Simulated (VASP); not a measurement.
Write the native input for VASP 6.6.1 that does the following.

* Task: single point
* Functional: PBEsol
* Potentials or basis: VASP PAW PBE potentials, release 64 (Zn, S, Se)
* Cutoff: 520 eV
* k mesh: 8 × 8 × 4
* Occupations: gaussian, width 0.02 eV
* Spin: no spin polarisation
* Dipole correction: no
* Further INCAR settings: ALGO = Normal; EDIFF = 1e-07; NBANDS = 46

The structure of Zn4Se3S lies in POSCAR:

```
Zn4Se3S
1.0
   -2.8060996083      2.8060996083      0.0000000000
   -2.8068721833     -5.6129717916      2.7575678579
    2.8071867991      2.8071867991      5.5168221259
Zn S Se
4 1 3
Direct
    0.0075662559      0.0151325118      0.0019154869
    0.7461114934      0.4922229867      0.2386424478
    0.4981443142     -0.0037113715      0.4997457691
    0.2482547563      0.4965095127      0.7599629710
    0.1883655548      0.3767311095      0.0635931585
    0.9357771502      0.8715543005      0.3078622543
    0.6873828746      0.3747657491      0.5618786652
    0.4383976006      0.8767952011      0.8163992473
```

This cell differs from its parent crystal: strained cell.

The input as run:

INCAR

```
SYSTEM = Zn4Se3S
PREC = Accurate ; ENCUT = 520
EDIFF = 1E-7 ; ISMEAR = 0
SIGMA = 0.02 ; LREAL = .False.
LASPH = .True. ; NELM = 60
ALGO = Normal ; ISIF = 2
LWAVE = .False. ; LCHARG = .True.
GGA = PS ; LELF = .True.
LVHAR = .True. ; NBANDS = 46
```

KPOINTS

```
Automatic mesh
0
Gamma
  8 8 4
  0 0 0
```

Potentials or basis: VASP PAW PBE potentials, release 64 (Zn, S, Se).

Launch:

```console
$ cat potpaw_PBE.64/Zn/POTCAR potpaw_PBE.64/S/POTCAR potpaw_PBE.64/Se/POTCAR > POTCAR
$ mpirun -np 1 vasp_std > vasp.out
```

It gave:

```
Pressure               : -0.4 GPa
Largest force          : 0.004 eV/Å
Band gap on the k mesh : 1.32 eV
```

Caveat: the cell differs from its parent crystal (strained cell); the PAW data sets were made with another functional, which shifts forces and pressure a little.

It took 21 min on 1 thread of Intel Xeon 8259CL, with other jobs on the host, peak memory 0.64 GiB.
